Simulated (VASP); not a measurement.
Wanted: the native input for a VASP 6.6.1 run.

| Property | Result |
| --- | --- |
| Task | single point |
| Functional | PBE |
| Potentials or basis | VASP PAW PBE potentials, release 64 (Cr_pv, Be) |
| Cutoff | 520 eV |
| k mesh | 6 × 6 × 6 |
| Occupations | fermi-dirac, width 0.05 eV |
| Spin | collinear spin, ferromagnetic start |
| Starting moments | [0.733333, 0.733333, 0.733333, 0.0] μB |
| Fixed moment | 2.2 μB |
| Dipole correction | no |
| Further INCAR settings | ALGO = Normal; EDIFF = 1e-06; NBANDS = 31 |

The structure of BeCr3 lies in POSCAR:

```
BeCr3
1.0
    3.5112140000      0.0000000000      0.0000000000
    0.0000000000      3.5112140000      0.0000000000
    0.0000000000      0.0000000000      3.5112140000
Cr Be
3 1
Direct
    0.5000000000      0.5000000000      0.0000000000
    0.5000000000      0.0000000000      0.5000000000
    0.0000000000      0.5000000000      0.5000000000
    0.0000000000      0.0000000000      0.0000000000
```

These files were run (other wordings do the same):

INCAR

```
SYSTEM = BeCr3
PREC     = Accurate       ! precision mode
ENCUT    = 520            ! plane-wave cutoff, eV
EDIFF    = 1E-6           ! SCF threshold, eV
ISMEAR   = -1             ! smearing method
SIGMA    = 0.05           ! smearing width, eV
LREAL    = .False.        ! projectors in reciprocal space
LASPH    = .True.         ! aspherical terms in the spheres
NELM     = 150            ! most SCF steps
ALGO     = Normal         ! electronic algorithm
ISIF     = 2              ! what is computed and relaxed
LWAVE    = .False.        ! write WAVECAR
LCHARG   = .False.        ! write CHGCAR
ISPIN    = 2              ! spin polarisation
MAGMOM   = 0.733333 0.733333 0.733333 0 ! initial moments
LORBIT   = 11             ! projections on sites
NUPDOWN  = 2.2            ! fixed moment
LMAXMIX  = 4              ! l up to which the mixer works
GGA      = PE             ! functional
NBANDS   = 31             ! bands
```

KPOINTS

```
regular mesh
0
Gamma
  6 6 6
  0 0 0
```

Potentials or basis: VASP PAW PBE potentials, release 64 (Cr_pv, Be).

Command:

```sh
$ cat potpaw_PBE.64/Cr_pv/POTCAR potpaw_PBE.64/Be/POTCAR > POTCAR
$ mpirun -np 1 vasp_std > vasp.out
```

Results of the run:

```
Pressure                                              : 2.7 GPa
Net moment                                            : 2.20 μB per cell
Site moments                                          : Cr +0.69; Be -0.00 μB
Valence electrons inside the program's atomic spheres : Cr 11.06; Be 1.17
```

Caveat: the total moment is fixed, so each spin has its own Fermi level.

Wall time 51 s on 1 thread of Intel(R) Xeon(R) Platinum 8488C (Sapphire Rapids) (shared host), peak memory 0.19 GiB.
